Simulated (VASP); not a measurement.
# MgI2 (P-3m1) in VASP: a series of runs

Runs on MgI2. Level: PBEsol. Tasks: single point, relaxation of the atoms.

Program: VASP 6.6.1. These are calculated values, not measurements. Logs are shortened: lines on timing, memory, paths and dates and some standing lists are left out, and cuts for length are marked.

### 1 The cell of the first run

Symmetry: P-3m1, No. 164, trigonal system. The conventional cell has a = 4.131 Å, b = 4.131 Å, c = 7.340 Å, α = 90.00°, β = 90.00°, γ = 120.00°. Mg (site symmetry -3m) has 6 I at 2.91 Å within 3.8 Å. I (site symmetry 3m) has 3 Mg at 2.91 Å within 3.8 Å.

### 2 Single point, PBEsol (strain along c alone, the other axes held: +4.5 %, then relaxed in part)

The input, INCAR:

```
SYSTEM = MgI2
PREC = Accurate
ENCUT = 520
EDIFF = 1E-7
ISMEAR = 0
SIGMA = 0.02
LREAL = .False.
LASPH = .True.
NELM = 100
ALGO = Normal
ISIF = 2
LWAVE = .False.
LCHARG = .True.
GGA = PS
LELF = .True.
LVHAR = .True.
NBANDS = 15
```

The input, KPOINTS:

```
Automatic mesh
0
Gamma
  6 6 4
  0 0 0
```

The input, POSCAR:

```
MgI2
1.0
    4.1307255317      0.0000000000      0.0000000000
   -2.0653627658      3.5773132465      0.0000000000
    0.0000000000      0.0000000000      7.3404303789
Mg I
1 2
Direct
    0.0000000000      0.0000000000      0.0000000000
    0.3333333333      0.6666666667      0.7722244343
    0.6666666667      0.3333333333      0.2277755657
```

Potentials or basis: VASP PAW PBE potentials, release 64 (Mg, I).

Run with:

```bash
$ cat potpaw_PBE.64/Mg/POTCAR potpaw_PBE.64/I/POTCAR > POTCAR
$ mpirun -np 1 vasp_std > vasp.out
```

OUTCAR:

```text
SYSTEM = MgI2
   PREC = Accurate
   ENCUT = 520
   EDIFF = 1E-7
   ISMEAR = 0
   LREAL = .False.
   LASPH = .True.
   NELM = 100
   ISIF = 2
   GGA = PS

 ion  position               nearest neighbor table
   1  0.000  0.000  0.000-   2 2.91   3 2.91   2 2.91   3 2.91   3 2.91   2 2.91
   2  0.333  0.667  0.772-   1 2.91   1 2.91   1 2.91
   3  0.667  0.333  0.228-   1 2.91   1 2.91   1 2.91

  LATTYP: Found a hexagonal cell.
 ALAT       =     4.1307255317
 C/A-ratio  =     1.7770317400

  Lattice vectors:

 A1 = (   4.1307255317,   0.0000000000,   0.0000000000)
 A2 = (  -2.0653627658,   3.5773132465,   0.0000000000)
 A3 = (   0.0000000000,   0.0000000000,   7.3404303789)

Analysis of symmetry for initial positions (statically):
=====================================================================
 Subroutine PRICEL returns:
 Original cell was already a primitive cell.

 Routine SETGRP: Setting up the symmetry group for a
 hexagonal supercell.

 Subroutine GETGRP returns: Found 12 space group operations
 (whereof 12 operations were pure point group operations)
 out of a pool of 24 trial point group operations.

The static configuration has the point symmetry D_3d.

Analysis of symmetry for dynamics (positions and initial velocities):
=====================================================================
 Subroutine PRICEL returns:
 Original cell was already a primitive cell.

 Routine SETGRP: Setting up the symmetry group for a
 hexagonal supercell.

 Subroutine GETGRP returns: Found 12 space group operations
 (whereof 12 operations were pure point group operations)
 out of a pool of 24 trial point group operations.

The dynamic configuration has the point symmetry D_3d.

 Subroutine INISYM returns: Found 12 space group operations
 (whereof 12 operations are pure point group operations),
 and found     1 'primitive' translations

----------------------------------------------------------------------------------------

                                     Primitive cell

  volume of cell :     108.4688

  direct lattice vectors                    reciprocal lattice vectors
     4.130725532  0.000000000  0.000000000     0.242088222  0.139769700  0.000000000
    -2.065362766  3.577313247  0.000000000     0.000000000  0.279539400  0.000000000
     0.000000000  0.000000000  7.340430379     0.000000000  0.000000000  0.136231794

  length of vectors
     4.130725532  4.130725532  7.340430379     0.279539400  0.279539400  0.136231794

  position of ions in fractional coordinates (direct lattice)
[... 93 lines left out ...]
   EMIN   =  10.00;   EMAX   =-10.00  energy-range for DOS
   EFERMI =   0.00;   METHOD = LEGACY
   ISMEAR =     0;   SIGMA  =   0.02  broadening in eV -4-tet -1-fermi 0-gaus
   EFERMI_NEDOS =   21; number of points for ismear=-14 and -15
   IALGO  =     38    algorithm
   IMIX   =      4    mixing-type and parameters
     AMIX     =   0.40;   BMIX     =  1.00
     AMIX_MAG =   1.60;   BMIX_MAG =  1.00
  volume/ion in A,a.u.               =      36.16       243.99
  Fermi-wavevector in a.u.,A,eV,Ry     =   0.864994  1.634602 10.180084  0.748215
  Thomas-Fermi vector in A             =   1.983173
   LORBIT       =      0    0 simple, 1 ext, 2 COOP (PROOUT), +10 PAW based schemes
   GGA     = PS    functional components
   LHFCALC =     F    Hartree Fock is set to
   AEXX    =    0.0000 exact exchange contribution
   IVDW    =     0    specifies the selected vdW correction
   LEPSILON=     F    determine dielectric tensor
   LRPA    =     F    only Hartree local field effects (RPA)
 non-spin polarized calculation
 Gauss-broadening in eV      SIGMA  =   0.02
  energy-cutoff  :      520.00
  volume of cell :      108.47
 maximum number of plane-waves:      2949
 NGX is ok and might be reduce to    32
   NGX = 15   NGY = 15   NGZ = 27

 number of electron      16.0000002 magnetization

 Free energy of the ion-electron system (eV)
  ---------------------------------------------------
  ext. energy  EPLUGINS =         0.00000000
  ---------------------------------------------------
  free energy    TOTEN  =        -8.41860226 eV

  energy without entropy =       -8.41860226  energy(sigma->0) =       -8.41860226

 E-fermi :   1.8151     XC(G=0):  -8.0509

 val. band max:        1.6872764782   @ k =   0.0000   0.0000   0.0000
 cond. band min:       5.2303225332   @ k =   0.5000   0.0000   0.5000
 fundamental gap:      3.5430460550
 Fermi energy:         1.8151404679

 k-point     1 :       0.0000    0.0000    0.0000
  band No.  band energies     occupation
      1     -10.3388      2.00000
      2      -9.7239      2.00000
      3      -1.6888      2.00000
      4       1.3621      2.00000
      5       1.3621      2.00000
      6       1.4433      2.00000
      7       1.6873      2.00000
      8       1.6873      2.00000
      9       5.3845      0.00000
     10       6.4739      0.00000
     11       8.4094      0.00000
     12       8.4094      0.00000
     13       8.7349      0.00000
     14       9.7979      0.00000
[... 401 lines left out ...]
      2      -9.4699      2.00000
      3      -1.5016      2.00000
      4      -0.9640      2.00000
      5      -0.9640      2.00000
      6      -0.4268      2.00000
      7       1.0287      2.00000
      8       1.0287      2.00000
      9       6.3910      0.00000
     10       7.4880      0.00000
     11       7.4880      0.00000
     12       9.0309      0.00000
     13      10.1319      0.00000
     14      10.1450      0.00000
     15      10.4281      0.00000

------------------------ aborting loop because EDIFF is reached ----------------------------------------

  FORCE on cell =-STRESS in cart. coord.  units (eV):
  Direction    XX          YY          ZZ          XY          YZ          ZX
  --------------------------------------------------------------------------------------
  -------------------------------------------------------------------------------------
  Total       -0.0555404     -0.0555404     -0.1598661     -0.0000000     -0.0000000      0.0000000
  in kB       -0.8203798     -0.8203798     -2.3613602     -0.0000000     -0.0000000      0.0000000
  external PRESSURE =      -1.3340399 kB  Pullay stress =       0.0000000 kB

 VOLUME and BASIS-vectors are now :
 -----------------------------------------------------------------------------
  energy-cutoff  :      520.00
  volume of cell :      108.47
      direct lattice vectors                 reciprocal lattice vectors
     4.130725532  0.000000000  0.000000000     0.242088222  0.139769700  0.000000000
    -2.065362766  3.577313247  0.000000000     0.000000000  0.279539400  0.000000000
     0.000000000  0.000000000  7.340430379     0.000000000  0.000000000  0.136231794

 POSITION                                       TOTAL-FORCE (eV/Angst)
 -----------------------------------------------------------------------------------
      0.00000      0.00000      0.00000         0.000000      0.000000      0.000000
     -0.00000      2.38488      5.66846         0.000000     -0.000000      0.006390
      2.06536      1.19244      1.67197        -0.000000      0.000000     -0.006390
 -----------------------------------------------------------------------------------
    total drift:                               -0.000000      0.000000     -0.000000

  FREE ENERGIE OF THE ION-ELECTRON SYSTEM (eV)
  ---------------------------------------------------
  free  energy   TOTEN  =        -8.4186022556 eV

  energy  without entropy=       -8.4186022556  energy(sigma->0) =       -8.41860226
```

stdout:

```text
POSCAR found type information on POSCAR MgI
 POSCAR found :  2 types and       3 ions
 scaLAPACK will be used
 -----------------------------------------------------------------------------
|                                                                             |
|                                                                             |
|     You enforced a specific xc type in the INCAR file but a different       |
|     I HOPE YOU KNOW WHAT YOU ARE DOING!                                     |
|                                                                             |
 -----------------------------------------------------------------------------

 LDA part: xc-table for (Slater+PW92), standard interpolation
 POSCAR, INCAR and KPOINTS ok, starting setup
 FFT: planning ... GRIDC
 FFT: planning ... GRID_SOFT
 FFT: planning ... GRID
 WAVECAR not read
 entering main loop
```

Wall time 22 s (1 thread of AMD EPYC 9R45 (Zen 5), shared host); peak memory 0.21 GiB.

What came out:

```yaml
Free_energy: -8.4186 eV
Pressure: -0.1 GPa
Largest_force: 0.006 eV/Å
Band_gap_on_the_k_mesh: 3.54 eV (least direct gap 3.70 eV)
```

Forces on the atoms (eV/Å):
```
Mg   0.000  0.000  0.000
I    0.000  0.000  0.006
I    0.000  0.000 -0.006
```

Levels at points of the mesh, in eV from the valence-band top:
```tsv
k point	band 5	band 6	band 7	band 8	band 9	band 10	band 11	band 12
(0.00, 0.00, 0.00)	-0.33	-0.24	0.00	0.00	3.70	4.79	6.72	6.72
(0.50, 0.00, 0.00)	-1.68	-1.26	-0.82	-0.45	3.62	5.28	5.51	7.14
(0.00, 0.00, 0.50)	-0.28	-0.28	-0.04	-0.04	4.56	4.81	6.63	6.63
(0.50, 0.00, 0.50)	-1.26	-1.19	-0.78	-0.55	3.54	5.21	5.51	6.07
```

Caveat: the cell differs from its parent crystal (strain along c alone, the other axes held: +4.5 %, then relaxed in part); the PAW data sets were made with another functional, which shifts forces and pressure a little; spin-orbit coupling is left out, which moves the levels of the heavy elements; this functional lacks dispersion, which binds layers or chains, so the pressure and a relaxed spacing across them are unreliable. A k mesh can miss the band edges.

### 3 Relaxation of the atoms, PBEsol (strain along c alone, the other axes held: -4.5 %)

The input, INCAR:

```
SYSTEM = MgI2
  PREC = Accurate
  ENCUT = 520
  EDIFF = 1E-7
  ISMEAR = 0
  SIGMA = 0.02
  LREAL = .False.
  LASPH = .True.
  NELM = 80
  ALGO = Normal
  ISIF = 2
  LWAVE = .False.
  LCHARG = .False.
  GGA = PS
  IBRION = 2
  NSW = 60
  EDIFFG = -0.008
```

KPOINTS is that of step 2.

The input, POSCAR:

```
MgI2
1.0
    4.1307255317      0.0000000000      0.0000000000
   -2.0653627658      3.5773132465      0.0000000000
    0.0000000000      0.0000000000      6.7082402027
Mg I
1 2
Direct
    0.0000000000      0.0000000000      0.0000000000
    0.3333333333      0.6666666667      0.7559814026
    0.6666666667      0.3333333333      0.2440185974
```

Potentials or basis: VASP PAW PBE potentials, release 64 (Mg, I).

Run with:

```bash
$ cat potpaw_PBE.64/Mg/POTCAR potpaw_PBE.64/I/POTCAR > POTCAR
$ mpirun -np 1 vasp_std > vasp.out
```

Wall time 31 s (1 thread of AMD EPYC 9R45 (Zen 5), shared host); peak memory 0.2 GiB.

The run converged. Its results:

| Item | Value |
| --- | --- |
| Free energy | -8.4135 eV |
| Energy gained by relaxing | 0.7 meV/atom |
| Ionic steps | 4 |
| Pressure after relaxing | 0.4 GPa |
| Band gap on the k mesh | 3.36 eV (least direct gap 3.55 eV) |

Stress tensor (GPa, compression positive):
```
0.21 0.00 0.00
0.00 0.21 0.00
0.00 0.00 0.70
```

The path:
```tsv
step	energy change (eV)	largest force (eV/Å)	pressure (GPa)
1	0.0000	0.1101	0.68
2	-0.0010	0.0800	0.60
3	-0.0021	0.0095	0.34
4	-0.0021	0.0001	0.37
```

Final structure:
```
CELL_PARAMETERS angstrom
4.13073 0.00000 0.00000
-2.06536 3.57731 0.00000
0.00000 0.00000 6.70824
ATOMIC_POSITIONS crystal
Mg 0.00000 0.00000 0.00000
I 0.33333 0.66667 0.75307
I 0.66667 0.33333 0.24693
```

Levels at points of the mesh, in eV from the valence-band top:
| k point | band 5 | band 6 | band 7 | band 8 | band 9 | band 10 | band 11 | band 12 |
| --- | --- | --- | --- | --- | --- | --- | --- | --- |
| (0.00, 0.00, 0.00) | -0.60 | -0.18 | -0.18 | 0.00 | 3.55 | 4.52 | 6.56 | 6.56 |
| (0.50, 0.00, 0.00) | -2.12 | -1.58 | -1.09 | -0.56 | 3.48 | 5.12 | 5.25 | 6.74 |
| (0.00, 0.00, 0.50) | -0.47 | -0.47 | -0.31 | -0.31 | 4.57 | 4.64 | 6.33 | 6.33 |
| (0.50, 0.00, 0.50) | -1.35 | -1.23 | -0.94 | -0.87 | 3.40 | 4.96 | 5.47 | 5.85 |

Caveat: the cell differs from its parent crystal (strain along c alone, the other axes held: -4.5 %); the PAW data sets were made with another functional, which shifts forces and pressure a little; spin-orbit coupling is left out, which moves the levels of the heavy elements; this functional lacks dispersion, which binds layers or chains, so the pressure and a relaxed spacing across them are unreliable. A k mesh can miss the band edges.

### 4 Relaxation of the atoms, PBEsol (strain along c alone, the other axes held: -3.0 %)

INCAR, as its differences from that of step 3:

```diff
@@ -3,3 +3,3 @@
   ENCUT = 520
-  EDIFF = 1E-7
+  EDIFF = 1E-6
   ISMEAR = 0
@@ -8,3 +8,3 @@
   LASPH = .True.
-  NELM = 80
+  NELM = 100
   ALGO = Normal
```

The input, KPOINTS:

```
regular mesh
0
Gamma
  6 6 4
  0 0 0
```

The input, POSCAR:

```
MgI2
1.0
    4.1307255317      0.0000000000      0.0000000000
   -2.0653627658      3.5773132465      0.0000000000
    0.0000000000      0.0000000000      6.8136052321
Mg I
1 2
Direct
    0.0000000000      0.0000000000      0.0000000000
    0.3333333333      0.6666666667      0.7591540252
    0.6666666667      0.3333333333      0.2408459748
```

Run with:

```bash
$ cat potpaw_PBE.64/Mg/POTCAR potpaw_PBE.64/I/POTCAR > POTCAR
$ mpirun -np 1 vasp_std > vasp.out
```

It took 26 s on 1 thread of AMD EPYC 9R45 (Zen 5), shared host; peak memory 0.21 GiB.

The run converged. Its results:

```yaml
Free_energy: -8.4188 eV
Energy_gained_by_relaxing: 0.7 meV/atom
Ionic_steps: 3
Pressure_after_relaxing: 0.2 GPa
Largest_force_after_relaxing: 0.006 eV/Å
Band_gap_on_the_k_mesh: 3.45 eV (least direct gap 3.61 eV)
```

Forces in eV/Å, atoms in the order of the input:
```
Mg   0.000  0.000  0.000
I    0.000  0.000  0.006
I    0.000  0.000 -0.006
```

Stress tensor (GPa, compression positive):
```
0.09 0.00 0.00
0.00 0.09 0.00
0.00 0.00 0.37
```

The path:
| step | energy change (eV) | largest force (eV/Å) | pressure (GPa) |
| --- | --- | --- | --- |
| 1 | 0.0000 | 0.1115 | 0.52 |
| 2 | -0.0010 | 0.0818 | 0.44 |
| 3 | -0.0022 | 0.0060 | 0.18 |

Final structure:
```xyz
3
Lattice="4.1307 0.0000 0.0000 -2.0654 3.5773 0.0000 0.0000 0.0000 6.8136" Properties=species:S:1:pos:R:3 pbc="T T T"
Mg    0.0000    0.0000    0.0000
I     0.0000    2.3849    5.1511
I     2.0654    1.1924    1.6626
```

Levels at points of the mesh, in eV from the valence-band top:
```csv
k point,band 6,band 7,band 8,band 9,band 10,band 11
"(0.00, 0.00, 0.00)",-0.09,-0.09,0.00,3.61,4.63,6.64
"(0.50, 0.00, 0.00)",-1.45,-0.99,-0.49,3.56,5.19,5.35
"(0.00, 0.00, 0.50)",-0.38,-0.20,-0.20,4.62,4.73,6.45
"(0.50, 0.00, 0.50)",-1.18,-0.86,-0.76,3.47,5.04,5.52
```

Caveat: the cell differs from its parent crystal (strain along c alone, the other axes held: -3.0 %); the PAW data sets were made with another functional, which shifts forces and pressure a little; spin-orbit coupling is left out, which moves the levels of the heavy elements; this functional lacks dispersion, which binds layers or chains, so the pressure and a relaxed spacing across them are unreliable.

### 5 Overview

```tsv
task	cell	gap on the mesh (eV)	pressure (GPa)	largest force (eV/Å)
single point	a = 4.131, b = 4.131, c = 7.340 Å, angles 90.0, 90.0, 120.0°, 3 atoms, atomic positions A	3.54	-0.1	0.01
relaxation of the atoms	atoms relaxed from a = 4.131, b = 4.131, c = 6.708 Å, angles 90.0, 90.0, 120.0°, 3 atoms, atomic positions B	3.36	0.4	-
relaxation of the atoms	atoms relaxed from a = 4.131, b = 4.131, c = 6.814 Å, angles 90.0, 90.0, 120.0°, 3 atoms, atomic positions C	3.45	0.2	0.01
```

Alike in all rows: level PBEsol; potentials or basis VASP PAW PBE potentials, release 64 (Mg, I); no spin polarisation; k mesh 6 × 6 × 4; cutoff (eV) 520; smearing gaussian 0.02 eV.

Caveats: the PAW data sets were made with another functional, which shifts forces and pressure a little; spin-orbit coupling is left out, which moves the levels of the heavy elements; this functional lacks dispersion, which binds layers or chains, so the pressure and a relaxed spacing across them are unreliable.

Absolute energies hang on the potentials; compare differences alone.
